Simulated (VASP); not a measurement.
The system is Ga2GeSe3.

```
Ga Ge Se
1.0
    -2.97705    2.97705    4.49864
     2.97705   -2.97705    4.49864
     2.97705    2.97705   -4.49864
Ga Ge Se
2 1 3
Direct
  0.97948 0.47948 0.50000
  0.47948 0.97948 0.50000
  0.50380 0.50380 0.00000
  0.28547 0.28547 0.00000
  0.21478 0.71478 0.50000
  0.71478 0.21478 0.50000
```

The cell was built from a structure type or drawn by symmetry, and may not be a known phase.

| Property | Result |
| --- | --- |
| Program | VASP 6.6.1 |
| Task | relaxation of cell and atoms |
| Functional | PBE |
| Potentials or basis | VASP PAW PBE potentials, release 64 (Ga_d, Ge_d, Se) |
| Cutoff | 600 eV |
| k mesh | 4 × 4 × 4 |
| Occupations | gaussian, width 0.1 eV |
| Spin | no spin polarisation |

At the start: pressure 15.6 GPa; volume 26.58 Å³/atom.

Question: How do energy, volume and symmetry change on relaxing?

Answer: Over 26 steps the energy falls by 628.9 meV/atom and the volume is 25.77 Å³/atom (-3.1 %); space group I4mm (No. 107, to 0.1 Å) before and after.

Step by step:
| step | energy change (eV) | largest force (eV/Å) | pressure (GPa) | volume (Å³) |
| --- | --- | --- | --- | --- |
| 1 | 0.0000 | 8.1885 | 15.57 | 159.48 |
| 2 | -1.2230 | 0.3256 | -6.82 | 221.72 |
| 3 | -1.7022 | 0.6750 | -6.64 | 211.64 |
| 4 | -2.0690 | 0.9185 | -6.18 | 203.58 |
| 5 | -2.6457 | 1.0558 | -2.33 | 181.19 |
| 6 | -2.6477 | 1.0256 | -1.97 | 180.15 |
| 7 | -2.9987 | 0.7243 | -2.00 | 172.76 |
| 8 | -3.4231 | 0.9010 | -1.03 | 161.09 |
| 9 | -2.7626 | 0.4490 | 6.95 | 137.83 |
| 10 | -3.4906 | 0.9036 | 0.05 | 155.94 |
| 11 | -3.4912 | 0.8997 | 0.26 | 155.27 |
| 12 | -3.5587 | 0.5358 | 0.41 | 154.48 |
| 13 | -3.5797 | 0.2885 | 0.67 | 153.76 |
| 14 | -3.6234 | 0.3984 | -0.19 | 157.03 |
| 15 | -3.6268 | 0.4360 | -0.43 | 158.19 |
| 16 | -3.6661 | 0.3270 | -0.72 | 158.50 |
| 17 | -3.7294 | 0.2572 | -1.14 | 159.42 |
| 18 | -3.7605 | 0.1378 | 0.83 | 152.02 |
| 19 | -3.7633 | 0.1370 | 0.38 | 153.60 |
| 20 | -3.7674 | 0.1599 | 0.06 | 154.26 |
| 21 | -3.7682 | 0.1511 | 0.13 | 154.07 |
| 22 | -3.7723 | 0.0606 | -0.09 | 155.13 |
| 23 | -3.7724 | 0.0459 | -0.14 | 155.36 |
| 24 | -3.7730 | 0.0464 | 0.04 | 154.75 |
| 25 | -3.7730 | 0.0467 | 0.07 | 154.75 |
| 26 | -3.7736 | 0.0328 | 0.10 | 154.61 |

Final structure:
```
CELL_PARAMETERS angstrom
-2.73163 2.73163 5.18004
2.73163 -2.73163 5.18004
2.73163 2.73163 -5.18004
ATOMIC_POSITIONS crystal
Ga 0.99144 0.49144 0.50000
Ga 0.49144 0.99144 0.50000
Ge 0.48224 0.48224 0.00000
Se 0.23385 0.23385 0.00000
Se 0.23941 0.73941 0.50000
Se 0.73941 0.23941 0.50000
```
